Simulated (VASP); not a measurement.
# La36HO54 (a cell with a defect) in VASP: further runs

La36HO54 (a cell with a defect) is run at these levels: PBE; tasks: single point.

All numbers are computed with VASP 6.6.1; they aren't measurements. Logs are shortened: lines on timing, memory, paths and dates and some standing lists are left out, and cuts for length are marked.

**1. The cell of the first run**

The cell holds a defect, 91 atoms: a = 11.822 Å, b = 11.822 Å, c = 12.376 Å, α = 90.00°, β = 90.00°, γ = 120.00°.

**2. Single point, PBE**

INCAR

```
SYSTEM = La36HO54
PREC     = Accurate       ! precision mode
ENCUT    = 520            ! plane-wave cutoff, eV
EDIFF    = 1E-6           ! SCF threshold, eV
ISMEAR   = -1             ! smearing method
SIGMA    = 0.01           ! smearing width, eV
LREAL    = Auto         
LASPH    = .True.         ! aspherical terms in the spheres
NELM     = 200            ! most SCF steps
ALGO     = Normal         ! electronic algorithm
ISIF     = 2              ! what is computed and relaxed
LWAVE    = .False.        ! write WAVECAR
LCHARG   = .False.        ! write CHGCAR
GGA      = PE             ! functional
NBANDS   = 412            ! bands
NELECT   = 720.0        
GGA_COMPAT= .False.      
LMAXMIX  = 6              ! l up to which the mixer works
ISYM     = -1           
KPAR     = 1
```

KPOINTS

```
explicit points
1
Reciprocal
  0.25000000   0.25000000   0.25000000 1
```

POSCAR

```
La36HO54
1.0
   11.8217180600     -0.0000000900      0.0000000000
   -5.9108589500     10.2379082000      0.0000000000
    0.0000000000      0.0000000000     12.3757188400
La O H
36 54 1
Direct
    0.2231552600      0.1123291400      0.3754012300
    0.1129259500      0.2225610500      0.1242895800
    0.2242344200      0.1112563100      0.8764765000
    0.1133824100      0.2220990800      0.6249146500
    0.2203933900      0.4460037500      0.3752286500
    0.1112972400      0.5582918500      0.1238330600
    0.2194807500      0.4442642100      0.8805451000
    0.1107502400      0.5580295100      0.6239776400
    0.2223963700      0.7782889200      0.3764437600
    0.1109605000      0.8885982700      0.1220686300
    0.2280080300      0.7803257700      0.8747358300
    0.1148139000      0.8897040100      0.6241093200
    0.5571952400      0.1130788300      0.3764573300
    0.4468855000      0.2245202600      0.1220770900
    0.5551644700      0.1074852300      0.8747269300
    0.4457808000      0.2206757200      0.6241008600
    0.5541670600      0.4414999400      0.3740072300
    0.4449498000      0.5567618100      0.1242935500
    0.5551804300      0.4440082400      0.8759852800
    0.4268551100      0.5401106700      0.6273663900
    0.5547918200      0.7807200200      0.3733055400
    0.4456860400      0.8898061200      0.1226315200
    0.5598746900      0.7755849600      0.8760733600
    0.4487734400      0.8867071800      0.6202248400
    0.8894799000      0.1150975100      0.3752305200
    0.7771804000      0.2241759100      0.1238314200
    0.8912258200      0.1160092200      0.8805423800
    0.7774718800      0.2247507400      0.6239836600
    0.8896386800      0.4458387500      0.3762889800
    0.7785209000      0.5569670000      0.1238475900
    0.8895817900      0.4459123400      0.8785724600
    0.7806728400      0.5548166500      0.6276672200
    0.8939840400      0.7813282700      0.3740059000
    0.7787329200      0.8905543900      0.1242839200
    0.8914725900      0.7802986700      0.8759913200
    0.7953710400      0.9086148900      0.6273836200
    0.2241481700      0.1113344500      0.1752693900
    0.1126021700      0.2228892900      0.3213187400
   -0.0003235400     -0.0026680400      0.0010775200
    0.2239753400      0.1115052400      0.6788390600
    0.1135006800      0.2219838900      0.8269045800
    0.0017844300      0.0061733600      0.5042809500
    0.2226738100      0.4459721400      0.1756838100
    0.1107523800      0.5573086800      0.3204338800
    0.0005025700      0.3349862100     -0.0018474200
    0.2142233900      0.4412815100      0.6822062500
    0.1118430200      0.5587309000      0.8256143300
   -0.0004646800      0.3359321000      0.4962231100
    0.2236408600      0.7797881500      0.1773485000
    0.1121369500      0.8909557100      0.3230756400
   -0.0012241100      0.6691784300      0.0025024000
    0.2272196800      0.7804157900      0.6766875400
    0.1128090300      0.8885448400      0.8224312600
    0.0028309100      0.6677688100      0.5010797400
    0.5556879700      0.1118385500      0.1773683300
    0.4445245600      0.2233433200      0.3230912700
    0.3384294900     -0.0029195200     -0.0048698000
    0.5550783700      0.1082678100      0.6766662600
    0.4469417400      0.2226748500      0.8224104800
    0.3343061100      0.0011568900      0.5003953700
    0.5561781600      0.4456138600      0.1785889000
    0.4458564100      0.5571238400      0.3255002200
    0.3381736100      0.3358102600      0.0010561300
    0.5558866400      0.4456325200      0.6754460700
    0.4410781200      0.5543341600      0.8214353900
    0.3292769100      0.3336766100      0.5042981200
    0.5565217600      0.7789717300      0.1799296700
    0.4456053300      0.8898623800      0.3252884400
    0.3393050500      0.6712192500      0.0001588500
    0.5672930700      0.7681902300      0.6530601000
    0.4516004000      0.8838937500      0.8152022700
    0.3243300000      0.6606389800      0.5005444900
    0.8895237500      0.1128253300      0.1756880300
    0.7781678300      0.2247316600      0.3204352600
    0.6642762500     -0.0037801800      0.0001807700
    0.8941911500      0.1212497300      0.6822048400
    0.7767631400      0.2236503800      0.8256070300
    0.6748230700      0.0111161200      0.5004985700
    0.8888877200      0.4465962700      0.1768834500
    0.7771944800      0.5582935100      0.3255348800
    0.6662918600      0.3366944500      0.0025086600
    0.8895419600      0.4459441000      0.6795680600
    0.7783087500      0.5571758700      0.8235374300
    0.6677251400      0.3326604000      0.5010610200
    0.8898697500      0.7793101300      0.1785724300
    0.7783687500      0.8896344500      0.3254790100
    0.6650977500      0.6703567800     -0.0016140700
    0.8898545700      0.7795992600      0.6754674400
    0.7811429300      0.8944015000      0.8214560200
    0.6715604800      0.6639532000      0.4951031200
    0.6385247900      0.6969594900      0.5532146800
```

Potentials or basis: VASP PAW PBE potentials, release 64 (La, O, H).

Run with:

```
> cat potpaw_PBE.64/La/POTCAR potpaw_PBE.64/O/POTCAR potpaw_PBE.64/H/POTCAR > POTCAR
> mpirun -np 4 vasp_std > vasp.out
```

OUTCAR:

```text
SYSTEM = La36HO54
   PREC = Accurate
   ENCUT = 520
   EDIFF = 1E-6
   ISMEAR = -1
   LREAL = Auto
   LASPH = .True.
   NELM = 200
   ISIF = 2
   GGA = PE
   NELECT = 720.0
   ISYM = -1

 ion  position               nearest neighbor table
   1  0.223  0.112  0.375-  56 2.36  50 2.36  38 2.36  37 2.48  60 2.75  66 2.77  42 2.77
   2  0.113  0.223  0.124-  37 2.36  73 2.37  43 2.37  38 2.44  39 2.76  63 2.76  45 2.78
   3  0.224  0.111  0.876-  41 2.35  53 2.38  59 2.38  40 2.45  57 2.76  63 2.77  39 2.77
   4  0.113  0.222  0.625-  46 2.36  76 2.36  40 2.36  41 2.50  66 2.67  42 2.67  48 2.82
   5  0.220  0.446  0.375-  44 2.36  38 2.38  62 2.39  43 2.47  72 2.69  48 2.71  66 2.77
   6  0.111  0.558  0.124-  49 2.36  79 2.37  43 2.38  44 2.43  51 2.74  45 2.77  69 2.79
   7  0.219  0.444  0.881-  41 2.37  47 2.37  65 2.38  46 2.46  45 2.67  69 2.76  63 2.76
   8  0.111  0.558  0.624-  82 2.37  46 2.37  52 2.37  47 2.50  72 2.67  54 2.70  48 2.77
   9  0.222  0.778  0.376-  44 2.37  68 2.37  50 2.38  49 2.46  72 2.72  54 2.73  60 2.75
  10  0.111  0.889  0.122-  49 2.37  85 2.37  37 2.37  50 2.49  51 2.69  39 2.70  57 2.81
  11  0.228  0.780  0.875-  47 2.35  53 2.38  71 2.41  52 2.45  57 2.67  69 2.74
  12  0.115  0.890  0.624-  52 2.36  40 2.37  88 2.39  53 2.45  60 2.72  54 2.74  42 2.78
  13  0.557  0.113  0.376-  74 2.37  68 2.37  56 2.38  55 2.46  78 2.72  84 2.73  60 2.75
  14  0.447  0.225  0.122-  55 2.37  61 2.37  37 2.37  56 2.49  81 2.69  63 2.70  57 2.81
  15  0.555  0.107  0.875-  77 2.35  59 2.38  71 2.41  58 2.45  57 2.67  75 2.74
  16  0.446  0.221  0.624-  58 2.36  40 2.37  64 2.39  59 2.45  60 2.72  84 2.74  66 2.78
  17  0.554  0.441  0.374-  56 2.32  80 2.36  62 2.37  61 2.42  90 2.73  84 2.77  66 2.81
[... 58 lines left out ...]
  76  0.894  0.121  0.682-  36 2.28   4 2.36  28 2.37  27 2.46
  77  0.777  0.224  0.826-  15 2.35  31 2.37  27 2.37  28 2.50
  78  0.675  0.011  0.500-  28 2.67  25 2.69  13 2.72  24 2.75  36 2.77
  79  0.889  0.447  0.177-  30 2.35   6 2.37  26 2.37  29 2.47
  80  0.777  0.558  0.326-  17 2.36  33 2.36  29 2.39  30 2.50
  81  0.666  0.337  0.003-  14 2.69  30 2.71  19 2.73  26 2.74  31 2.75
  82  0.890  0.446  0.680-  32 2.32  28 2.37   8 2.37  31 2.46
  83  0.778  0.557  0.824-  35 2.37  19 2.37  31 2.38  32 2.42
  84  0.668  0.333  0.501-  28 2.70  13 2.73  16 2.74  29 2.75  32 2.76  17 2.77
  85  0.890  0.779  0.179-  10 2.37  34 2.37  30 2.37  33 2.42
  86  0.778  0.890  0.325-  21 2.36  33 2.37  25 2.39  34 2.49
  87  0.665  0.670  0.998-  23 2.63  18 2.74  34 2.74  19 2.77  35 2.77  30 2.79
  88  0.890  0.780  0.675-  36 2.37  32 2.38  12 2.39  35 2.48
  89  0.781  0.894  0.821-  23 2.37  27 2.38  35 2.39  36 2.41
  90  0.672  0.664  0.495-  91 0.99  33 2.73  17 2.73  32 2.77
  91  0.639  0.697  0.553-  90 0.99

IMPORTANT INFORMATION: All symmetrisations will be switched off!
NOSYMM: (Re-)initialisation of all symmetry stuff for point group C_1.

----------------------------------------------------------------------------------------

                                     Primitive cell

  volume of cell :    1497.8291

  direct lattice vectors                    reciprocal lattice vectors
    11.821718060 -0.000000090  0.000000000     0.084590074  0.048838101  0.000000000
    -5.910858950 10.237908200  0.000000000     0.000000001  0.097676203  0.000000000
     0.000000000  0.000000000 12.375718840     0.000000000  0.000000000  0.080803387

  length of vectors
    11.821718060 11.821718058 12.375718840     0.097676203  0.097676203  0.080803387

  position of ions in fractional coordinates (direct lattice)
     0.223155260  0.112329140  0.375401230
     0.112925950  0.222561050  0.124289580
[... 205 lines left out ...]
   ISTART =      0    job   : 0-new  1-cont  2-samecut
   ICHARG =      2    charge: 1-file 2-atom 10-const
   ISPIN  =      1    spin polarized calculation?
   LNONCOLLINEAR =      F non collinear calculations
   LSORBIT =      F    spin-orbit coupling
   LASPH  =      T    aspherical Exc in radial PAW
   ENCUT  =  520.0 eV  38.22 Ry    6.18 a.u.  21.98 21.98 23.01*2*pi/ulx,y,z
   NELM   =    200;   NELMIN=  2; NELMDL= -5     # of ELM steps
   EDIFF  = 0.1E-05   stopping-criterion for ELM
   LREAL  =      T    real-space projection
   EDIFFG = 0.1E-04   stopping-criterion for IOM
   NSW    =      0    number of steps for IOM
   IBRION =     -1    ionic relax: 0-MD 1-quasi-New 2-CG
   NFREE  =      0    steps in history (QN), initial steepest desc. (CG)
   ISIF   =      2    stress and relaxation
   ISYM   =     -1    0-nonsym 1-usesym 2-fastsym
   POTIM  = 0.5000    time-step for ionic-motion
   TEBEG  =    0.0;   TEEND  =   0.0 temperature during run
   PSTRESS=    0.0 pullay stress
   NELECT =     720.0000    total number of electrons
   NUPDOWN=      -1.0000    fix difference up-down
   EMIN   =  10.00;   EMAX   =-10.00  energy-range for DOS
   EFERMI =   0.00;   METHOD = LEGACY
   ISMEAR =    -1;   SIGMA  =   0.01  broadening in eV -4-tet -1-fermi 0-gaus
   EFERMI_NEDOS =   21; number of points for ismear=-14 and -15
   IALGO  =     38    algorithm
   IMIX   =      4    mixing-type and parameters
     AMIX     =   0.40;   BMIX     =  1.00
     AMIX_MAG =   1.60;   BMIX_MAG =  1.00
  volume/ion in A,a.u.               =      16.46       111.08
  Fermi-wavevector in a.u.,A,eV,Ry     =   1.282424  2.423430 22.376289  1.644611
  Thomas-Fermi vector in A             =   2.414736
   LORBIT       =      0    0 simple, 1 ext, 2 COOP (PROOUT), +10 PAW based schemes
   GGA     = PE    functional components
   LHFCALC =     F    Hartree Fock is set to
   AEXX    =    0.0000 exact exchange contribution
   IVDW    =     0    specifies the selected vdW correction
   LEPSILON=     F    determine dielectric tensor
   LRPA    =     F    only Hartree local field effects (RPA)
 non-spin polarized calculation
  energy-cutoff  :      520.00
  volume of cell :     1497.83
 maximum number of plane-waves:     40316
 NGX is ok and might be reduce to    90
   NGX = 43   NGY = 43   NGZ = 47

 number of electron     719.9999993 magnetization

 Free energy of the ion-electron system (eV)
  ---------------------------------------------------
  ext. energy  EPLUGINS =         0.00000000
  ---------------------------------------------------
  free energy    TOTEN  =      -763.62190446 eV

  energy without entropy =     -763.62190446  energy(sigma->0) =     -763.62190446

 E-fermi :   6.0715     XC(G=0): -10.3788

 val. band max:        5.7776458548   @ k =   0.2500   0.2500   0.2500
 cond. band min:       9.7339198247   @ k =   0.2500   0.2500   0.2500
 fundamental gap:      3.9562739699
 Fermi energy:         6.0715408265

 k-point     1 :       0.2500    0.2500    0.2500
  band No.  band energies     occupation
      1     -24.0138      2.00000
      2     -23.9730      2.00000
      3     -23.9668      2.00000
      4     -23.9591      2.00000
      5     -23.9255      2.00000
      6     -23.9226      2.00000
[... 364 lines left out ...]
    371      10.1259      0.00000
    372      10.1485      0.00000
 [bands above 372 left out]

------------------------ aborting loop because EDIFF is reached ----------------------------------------

  FORCE on cell =-STRESS in cart. coord.  units (eV):
  Direction    XX          YY          ZZ          XY          YZ          ZX
  --------------------------------------------------------------------------------------
  -------------------------------------------------------------------------------------
  Total       -7.6801626     -4.9763288     -9.2711048      2.3680740     -0.6604493      1.1185622
  in kB       -8.2152113     -5.3230114     -9.9169885      2.5330490     -0.7064604      1.1964883
  external PRESSURE =      -7.8184037 kB  Pullay stress =       0.0000000 kB

 VOLUME and BASIS-vectors are now :
 -----------------------------------------------------------------------------
  energy-cutoff  :      520.00
  volume of cell :     1497.83
      direct lattice vectors                 reciprocal lattice vectors
    11.821718060 -0.000000090  0.000000000     0.084590074  0.048838101  0.000000000
    -5.910858950 10.237908200  0.000000000     0.000000001  0.097676203  0.000000000
     0.000000000  0.000000000 12.375718840     0.000000000  0.000000000  0.080803387

 POSITION                                       TOTAL-FORCE (eV/Angst)
 -----------------------------------------------------------------------------------
      1.97412      1.15002      4.64586        -0.013744      0.007654      0.011538
      0.01945      2.27856      1.53817         0.009586     -0.005888     -0.011065
      1.99322      1.13903     10.84703        -0.010396      0.006437      0.017619
      0.02758      2.27383      7.73377        -0.000684      0.000425     -0.016847
     -0.03084      4.56615      4.64372        -0.011876      0.004064      0.013656
     -1.98426      5.71574      1.53252         0.007910     -0.006243     -0.013207
[... 83 lines left out ...]
      4.01446      6.79749      6.12726         0.064981     -0.039827     -0.077881
      3.42883      7.13541      6.84643        -0.067604      0.039015      0.083348
 -----------------------------------------------------------------------------------
    total drift:                                0.011419     -0.014688     -0.010070

  FREE ENERGIE OF THE ION-ELECTRON SYSTEM (eV)
  ---------------------------------------------------
  free  energy   TOTEN  =      -763.6219044551 eV

  energy  without entropy=     -763.6219044551  energy(sigma->0) =     -763.62190446
```

Run time: 13 min. Hardware: 4 MPI ranks of Intel Xeon Platinum 8559C (Emerald Rapids), shared host; peak memory 0.69 GiB.

Results:

```
Free energy   : -763.6219 eV
Largest force : 0.114 eV/Å
```

Forces in eV/Å, atoms in the order of the input:
```
La  -0.014  0.008  0.012
La   0.010 -0.006 -0.011
La  -0.010  0.006  0.018
La  -0.001  0.000 -0.017
La  -0.012  0.004  0.014
La   0.008 -0.006 -0.013
La  -0.009  0.005  0.011
La   0.011 -0.007 -0.013
La  -0.008  0.008  0.013
La   0.010 -0.005 -0.011
La  -0.010  0.004  0.015
La   0.011 -0.008 -0.014
La  -0.011  0.003  0.012
La   0.010 -0.006 -0.012
La  -0.009  0.008  0.015
La   0.013 -0.006 -0.015
La  -0.008  0.007  0.012
La   0.010 -0.006 -0.016
La  -0.011  0.004  0.019
La   0.002 -0.013 -0.001
La  -0.015  0.009  0.000
La   0.007 -0.005 -0.012
La  -0.011  0.006  0.027
La   0.004 -0.002 -0.012
La  -0.009  0.008  0.014
La   0.009 -0.003 -0.013
La  -0.009  0.006  0.011
La   0.011 -0.007 -0.014
La  -0.011  0.006  0.015
La   0.009 -0.005 -0.016
La  -0.009  0.006  0.013
La   0.014 -0.008 -0.015
La  -0.011  0.004  0.012
La   0.011 -0.005 -0.015
La  -0.008  0.006  0.019
La   0.013  0.005 -0.002
O   -0.011  0.005  0.022
O    0.010 -0.007 -0.023
O    0.001 -0.002 -0.002
O   -0.014  0.006  0.024
O    0.003 -0.002 -0.024
O   -0.003  0.000  0.005
O   -0.010  0.006  0.020
O    0.010 -0.005 -0.025
O    0.000 -0.002 -0.004
O    0.011  0.007  0.018
O    0.007 -0.011 -0.022
O    0.004 -0.002  0.001
O   -0.010  0.005  0.024
O    0.012 -0.003 -0.020
O    0.003  0.000 -0.005
O   -0.009  0.002  0.025
O    0.016 -0.003 -0.025
O    0.004  0.001  0.001
O   -0.009  0.006  0.024
O    0.012 -0.008 -0.020
O   -0.004 -0.001  0.002
O   -0.005  0.002  0.023
O    0.014 -0.010 -0.024
O    0.003 -0.002  0.002
O   -0.011  0.005  0.027
O    0.012 -0.003 -0.019
O   -0.002  0.000 -0.002
O   -0.014  0.006  0.018
O    0.008 -0.004 -0.028
O    0.003  0.003  0.004
O   -0.010  0.007  0.027
O    0.013 -0.006 -0.019
O   -0.005 -0.001 -0.002
O   -0.009  0.004  0.002
O    0.007 -0.002 -0.031
O   -0.001  0.002 -0.002
O   -0.011  0.003  0.020
O    0.009 -0.006 -0.024
O    0.000  0.000 -0.003
O   -0.002 -0.013  0.019
O    0.015 -0.003 -0.021
O   -0.004  0.000  0.000
O   -0.012  0.010  0.019
O    0.010 -0.003 -0.022
O    0.002 -0.003 -0.004
O   -0.016  0.009  0.023
O    0.007 -0.004 -0.023
O    0.000 -0.002  0.004
O   -0.010  0.005  0.027
O    0.008 -0.004 -0.019
O    0.003  0.000  0.004
O   -0.012  0.007  0.018
O    0.011 -0.008 -0.025
O    0.065 -0.040 -0.078
H   -0.068  0.039  0.083
```

Levels at points of the mesh, in eV from the Fermi level:
```csv
k point,band 357,band 358,band 359,band 360,band 361,band 362,band 363,band 364
"(0.25, 0.25, 0.25)",-0.32,-0.31,-0.31,-0.29,3.66,3.70,3.72,3.77
```

Caveat: the cell carries a net charge on a neutralising background, which shifts energy and pressure; the cell is charged against a uniform background, so pressure and absolute levels hang on convention; spin-orbit coupling is left out, which moves the levels of the heavy elements.

(Part 1 of 2 ends here.)
